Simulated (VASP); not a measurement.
# Hf in VASP: notebook, part 2 of 2

VASP 6.6.1.

### Step 5. Single point, PBEsol (zz strain of +2 %)

The input, INCAR:

```
  PREC = Accurate
  ENCUT = 520
  EDIFF = 1E-6
  ISMEAR = -1
  SIGMA = 0.08
  LREAL = False
  LASPH = True
  NELM = 100
  ALGO = Normal
  ISIF = 2
  LWAVE = False
  LCHARG = True
  GGA = PS
  LELF = True
  LVHAR = True
  NBANDS = 11
```

The input, KPOINTS:

```
Automatic mesh
0
Gamma
  16 16 16
```

The input, POSCAR:

```
Hf
1.0
   -1.8050000000      1.8050000000      1.8411000000
    1.8050000000     -1.8050000000      1.8411000000
    1.8050000000      1.8050000000     -1.8411000000
Hf
1
Direct
    0.0000000000      0.0000000000      0.0000000000
```

Potentials or basis: VASP PAW PBE potentials, release 64 (Hf_pv).

Started as:

```console
cat potpaw_PBE.64/Hf_pv/POTCAR > POTCAR
mpirun -np 1 vasp_std > vasp.out
```

OUTCAR:

```text
PREC = Accurate
   ENCUT = 520
   EDIFF = 1E-6
   ISMEAR = -1
   LREAL = False
   LASPH = True
   NELM = 100
   ISIF = 2
   GGA = PS

 ion  position               nearest neighbor table
   1  0.000  0.000  0.000-

  LATTYP: Found a body centered tetragonal cell.
 ALAT       =     3.6100000000
 C/A-ratio  =     1.0200000000

  Lattice vectors:

 A1 = (  -1.8050000000,   1.8050000000,   1.8411000000)
 A2 = (   1.8050000000,  -1.8050000000,   1.8411000000)
 A3 = (   1.8050000000,   1.8050000000,  -1.8411000000)

Analysis of symmetry for initial positions (statically):
=====================================================================
 Subroutine PRICEL returns:
 Original cell was already a primitive cell.

 Routine SETGRP: Setting up the symmetry group for a
 body centered tetragonal supercell.

 Subroutine GETGRP returns: Found 16 space group operations
 (whereof 16 operations were pure point group operations)
 out of a pool of 16 trial point group operations.

The static configuration has the point symmetry D_4h.

[... 158 lines left out ...]

 E-fermi :   3.9671     XC(G=0): -11.0761

 val. band max:        3.9667805922   @ k =   0.4375   0.3125   0.1250
 cond. band min:       3.9689574664   @ k =  -0.0625   0.3750   0.0625
 fundamental gap:      0.0021768741
 Fermi energy:         3.9670974918

 k-point     1 :       0.0000    0.0000    0.0000
  band No.  band energies     occupation
      1     -26.0964      2.00000
      2     -26.0960      2.00000
      3     -26.0960      2.00000
      4      -2.8509      2.00000
      5       5.3470      0.00000
      6       5.3470      0.00000
      7       5.5452      0.00000
      8       7.8651      0.00000
      9       8.1371      0.00000
     10      16.7576      0.00000
     11      16.9421      0.00000
[... 309 lines left out ...]
 k-point    24 :      -0.0625    0.0625    0.0000
  band No.  band energies     occupation
      1     -26.1221      2.00000
      2     -26.1050      2.00000
      3     -26.0963      2.00000
      4      -2.7153      2.00000
      5       5.2496      0.00000
      6       5.4784      0.00000
      7       5.5042      0.00000
      8       7.8710      0.00000
      9       7.9870      0.00000
     10      17.0119      0.00000
     11      17.0722      0.00000

 [... further k-points ...]
[... 5 lines left out ...]
  --------------------------------------------------------------------------------------
  -------------------------------------------------------------------------------------
  Total       -1.6355294     -1.6355294     -1.5013522      0.0000000      0.0000000      0.0000000
  in kB     -109.2137104   -109.2137104   -100.2539277      0.0000000      0.0000000      0.0000000
  external PRESSURE =    -106.2271162 kB  Pullay stress =       0.0000000 kB

 VOLUME and BASIS-vectors are now :
 -----------------------------------------------------------------------------
  energy-cutoff  :      520.00
  volume of cell :       23.99
      direct lattice vectors                 reciprocal lattice vectors
    -1.805000000  1.805000000  1.841100000     0.000000000  0.277008310  0.271576775
     1.805000000 -1.805000000  1.841100000     0.277008310  0.000000000  0.271576775
     1.805000000  1.805000000 -1.841100000     0.277008310  0.277008310  0.000000000

 POSITION                                       TOTAL-FORCE (eV/Angst)
 -----------------------------------------------------------------------------------
      0.00000      0.00000      0.00000         0.000000      0.000000     -0.000000
 -----------------------------------------------------------------------------------
    total drift:                                0.000000      0.000000      0.000000

  FREE ENERGIE OF THE ION-ELECTRON SYSTEM (eV)
  ---------------------------------------------------
  free  energy   TOTEN  =       -10.2548461228 eV

  energy  without entropy=      -10.2093289589  energy(sigma->0) =      -10.23208754
```

stdout:

```text
POSCAR found type information on POSCAR Hf
 POSCAR found :  1 types and       1 ions
 scaLAPACK will be used
 -----------------------------------------------------------------------------
|                                                                             |
|                                                                             |
|     You enforced a specific xc type in the INCAR file but a different       |
|     I HOPE YOU KNOW WHAT YOU ARE DOING!                                     |
|                                                                             |
 -----------------------------------------------------------------------------

 LDA part: xc-table for (Slater+PW92), standard interpolation
 POSCAR, INCAR and KPOINTS ok, starting setup
 FFT: planning ... GRIDC
 FFT: planning ... GRID_SOFT
 FFT: planning ... GRID
 WAVECAR not read
 entering main loop
```

Run time: 21 s. Hardware: 1 thread of Intel Xeon 6975P-C (Granite Rapids), shared host; peak memory 0.21 GiB.

Results:

| Quantity | Value |
| --- | --- |
| Free energy | -10.2548 eV |
| Pressure | -10.6 GPa |
| Band gap on the k mesh | zero (bands 5 and 6 overlap by 2.08 eV) |

Stress tensor (GPa, compression positive):
```
-10.92   0.00   0.00
  0.00 -10.92   0.00
  0.00   0.00 -10.03
```

Levels at points of the mesh, in eV from the Fermi level:
```
           k point  band 1  band 2  band 3  band 4  band 5  band 6  band 7  band 8  band 9  band 10
(0.00, 0.00, 0.00)  -30.06  -30.06  -30.06   -6.82    1.38    1.38    1.58    3.90    4.17    12.79
(0.50, 0.00, 0.00)  -30.71  -30.27  -30.06   -3.19   -0.33    0.81    3.72    4.74    6.98     9.19
(0.50, 0.50, 0.00)  -30.71  -30.28  -30.07   -3.16   -0.54    0.92    4.00    4.85    7.02     9.27
(0.50, 0.50, 0.50)  -30.54  -30.51  -30.51   -2.31   -2.26    6.21    6.28    6.28    6.39     6.84
```

Caveat: the cell differs from its parent crystal (zz strain of +2 %); the cell stands under tension; the PAW data sets were made with another functional, which shifts forces and pressure a little; spin-orbit coupling is left out, which moves the levels of the heavy elements.

### Step 6. Single point, PBEsol (equal xy, yz and zx shear strains of -2 %)

The input, INCAR:

```
SYSTEM = Hf
PREC = Accurate
ENCUT = 520
EDIFF = 1E-6
ISMEAR = -1
SIGMA = 0.08
LREAL = .FALSE.
LASPH = .TRUE.
NELM = 100
ALGO = Normal
ISIF = 2
LWAVE = .FALSE.
LCHARG = .FALSE.
GGA = PS
NBANDS = 11
```

The input, KPOINTS:

```
Automatic mesh
0
G
  16 16 16
  0 0 0
```

The input, POSCAR:

```
Hf
1.0
   -1.8411000000      1.8050000000      1.8050000000
    1.8050000000     -1.8411000000      1.8050000000
    1.8050000000      1.8050000000     -1.8411000000
Hf
1
Direct
    0.0000000000      0.0000000000      0.0000000000
```

Potentials or basis: VASP PAW PBE potentials, release 64 (Hf_pv).

Started as:

```console
cat potpaw_PBE.64/Hf_pv/POTCAR > POTCAR
mpirun -np 1 vasp_std > vasp.out
```

OUTCAR:

```text
SYSTEM = Hf
   PREC = Accurate
   ENCUT = 520
   EDIFF = 1E-6
   ISMEAR = -1
   LREAL = .FALSE.
   LASPH = .TRUE.
   NELM = 100
   ISIF = 2
   GGA = PS

 ion  position               nearest neighbor table
   1  0.000  0.000  0.000-

  LATTYP: Found a trigonal (rhomboedric) cell.
 ALAT       =     3.1473320781
 COS(alpha) =    -0.3420602552

  Lattice vectors:

 A1 = (  -1.8411000000,   1.8050000000,   1.8050000000)
 A2 = (   1.8050000000,  -1.8411000000,   1.8050000000)
 A3 = (   1.8050000000,   1.8050000000,  -1.8411000000)
[... 505 lines left out ...]
      3     -25.8597      2.00000
      4      -2.6551      2.00000
      5       5.2142      0.00000
      6       5.6009      0.00000
      7       5.8072      0.00000
      8       8.1069      0.00000
      9       8.2373      0.00000
     10      17.1907      0.00000
     11      17.1981      0.00000

 [... further k-points ...]
[... 5 lines left out ...]
  --------------------------------------------------------------------------------------
  -------------------------------------------------------------------------------------
  Total       -1.3482185     -1.3482185     -1.3482185      0.1229819      0.1229819      0.1229819
  in kB      -91.8566152    -91.8566152    -91.8566152      8.3789833      8.3789833      8.3789833
  external PRESSURE =     -91.8566152 kB  Pullay stress =       0.0000000 kB

 VOLUME and BASIS-vectors are now :
 -----------------------------------------------------------------------------
  energy-cutoff  :      520.00
  volume of cell :       23.52
      direct lattice vectors                 reciprocal lattice vectors
    -1.841100000  1.805000000  1.805000000     0.005597258  0.279862912  0.279862912
     1.805000000 -1.841100000  1.805000000     0.279862912  0.005597258  0.279862912
     1.805000000  1.805000000 -1.841100000     0.279862912  0.279862912  0.005597258

 POSITION                                       TOTAL-FORCE (eV/Angst)
 -----------------------------------------------------------------------------------
      0.00000      0.00000      0.00000         0.000000      0.000000      0.000000
 -----------------------------------------------------------------------------------
    total drift:                                0.000000      0.000000      0.000000

  FREE ENERGIE OF THE ION-ELECTRON SYSTEM (eV)
  ---------------------------------------------------
  free  energy   TOTEN  =       -10.2796833280 eV

  energy  without entropy=      -10.2355662527  energy(sigma->0) =      -10.25762479
```

OSZICAR:

```text
N       E                     dE             d eps       ncg     rms          rms(c)
DAV:   1     0.121572881955E+02    0.12157E+02   -0.57129E+03  9254   0.836E+02
DAV:   2    -0.102141309227E+02   -0.22371E+02   -0.21664E+02 11536   0.153E+02
DAV:   3    -0.106930427780E+02   -0.47891E+00   -0.47272E+00 11469   0.151E+01
DAV:   4    -0.106951375957E+02   -0.20948E-02   -0.20943E-02 10399   0.121E+00
DAV:   5    -0.106951507258E+02   -0.13130E-04   -0.13130E-04 11594   0.837E-02    0.442E+01
DAV:   6    -0.103813700972E+02    0.31378E+00   -0.26776E-01 10287   0.366E+00    0.253E+01
DAV:   7    -0.102838786859E+02    0.97491E-01   -0.33901E-01 10566   0.399E+00    0.111E+00
DAV:   8    -0.102796781295E+02    0.42006E-02   -0.23173E-02 10251   0.107E+00    0.994E-02
DAV:   9    -0.102796801520E+02   -0.20225E-05   -0.30578E-04 11886   0.156E-01    0.538E-02
DAV:  10    -0.102796829137E+02   -0.27617E-05   -0.14623E-05 11121   0.275E-02    0.235E-02
DAV:  11    -0.102796833280E+02   -0.41427E-06   -0.22119E-06 10754   0.109E-02
   1 F= -.10279683E+02 E0= -.10257625E+02  d E =-.441171E-01
```

Run time: 23 s. Hardware: 1 thread of Intel Xeon 6975P-C (Granite Rapids), shared host; peak memory 0.22 GiB.

Results:

```yaml
Free_energy: -10.2797 eV
Pressure: -9.2 GPa
Band_gap_on_the_k_mesh: zero (bands 5 and 6 overlap by 2.13 eV)
```

Caveat: the cell differs from its parent crystal (equal xy, yz and zx shear strains of -2 %); the cell stands under tension; the PAW data sets were made with another functional, which shifts forces and pressure a little; spin-orbit coupling is left out, which moves the levels of the heavy elements.

### Step 7. Summary

| cell | gap on the mesh (eV) | pressure (GPa) |
| --- | --- | --- |
| a = 3.106 Å, angles 108.9, 108.9, 110.6°, 1 atom | none | -7.6 |
| a = 3.116 Å, angles 109.2, 109.2, 110.0°, 1 atom | none | -8.4 |
| a = 3.137 Å, angles 109.7, 109.7, 108.9°, 1 atom | none | -9.9 |
| a = 3.147 Å, angles 110.0, 110.0, 108.4°, 1 atom | none | -10.6 |
| a = 3.147 Å, angles 110.0°, 1 atom | none | -9.2 |

Alike in all rows: task single point; level PBEsol; potentials or basis VASP PAW PBE potentials, release 64 (Hf_pv); no spin polarisation; k mesh 16 × 16 × 16; cutoff (eV) 520; smearing fermi-dirac 0.08 eV.

Caveats: the cell stands under tension; the PAW data sets were made with another functional, which shifts forces and pressure a little; spin-orbit coupling is left out, which moves the levels of the heavy elements.

Total energies depend on the potentials used, so only differences within one code and one set of settings carry meaning.
